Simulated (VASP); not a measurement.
ZnS, 2 atoms in the cell. It takes space group R3m (No. 160, trigonal). Conventional cell: a = 3.768 Å, b = 3.768 Å, c = 9.650 Å, α = 90.00°, β = 90.00°, γ = 120.00°. Within 3.1 Å of Zn (site symmetry 3m) lie 4 S at 2.32 to 2.41 Å. S (site symmetry 3m) has 4 Zn at 2.32 to 2.41 Å within 3.1 Å.  This cell differs from its parent crystal: equal xy, yz and zx shear strains of +3 %.

* Program: VASP 6.6.1
* Task: electric field gradients
* Functional: PBE
* Potentials or basis: VASP PAW PBE potentials, release 64 (Zn, S)
* Cutoff: 520 eV
* k mesh: 8 × 8 × 8
* Occupations: fermi-dirac, width 0.01 eV
* Spin: no spin polarisation
* Dipole correction: no
* Further INCAR settings: ALGO = Normal; EDIFF = 1e-08; NBANDS = 16

Potentials or basis: VASP PAW PBE potentials, release 64 (Zn, S).

Launch:

```console
$ cat potpaw_PBE.64/Zn/POTCAR potpaw_PBE.64/S/POTCAR > POTCAR
$ mpirun -np 1 vasp_std > vasp.out
```

Hardware: 1 thread of Intel Xeon 8259CL, with other jobs on the host.

Task: Estimate the wall time of this run.

Result: Wall time 75 s on 1 thread of Intel Xeon 8259CL (shared host), peak memory 0.19 GiB. Counts: scf iterations 15, k points 65.
